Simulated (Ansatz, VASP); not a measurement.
## Two plane-wave programs on Rh

```
Rh
1.0
     2.90383    0.00000    0.00000
    -1.45192    2.51479    0.00000
     0.00000    0.00000    3.98270
Rh
2
Cartesian
  1.4519 0.8383 2.9870
  0.0000 1.6765 0.9957
```

Change from the starting cell: strain +0.080 along x and y, -0.080 along z, atoms carried along.

Alike in both runs: task single point; functional PBEsol; k mesh 24 × 24 × 14; occupations gaussian, width 0.15 eV; no spin polarisation.

|  | VASP | Ansatz |
| --- | --- | --- |
| version | VASP 6.6.1 | Ansatz 0.2.0 |
| potentials or method | VASP PAW PBE potentials, release 64 (Rh_pv), cutoff 520 eV | scalar-relativistic, plane waves, PAW |
| valence electrons in the cell | 30 | 34 |

Ansatz gave:

```
gap on the k mesh at the Fermi level (eV)                     : none
pressure (GPa)                                                : -10.3
traceless stress, the component that is largest in VASP (GPa) : 18.98
```

What did VASP give for the same quantities?

gap on the k mesh at the Fermi level (eV): none; pressure (GPa): -10.4; traceless stress, the component that is largest in VASP (GPa): 18.96.

VASP's potentials were made for PBE, not for PBEsol. A gap of «none» marks a metal or a gap that the smearing closes. VASP's potentials hold 30 valence electrons a cell and Ansatz's 34, so a difference there can come from the potentials and not from the codes.
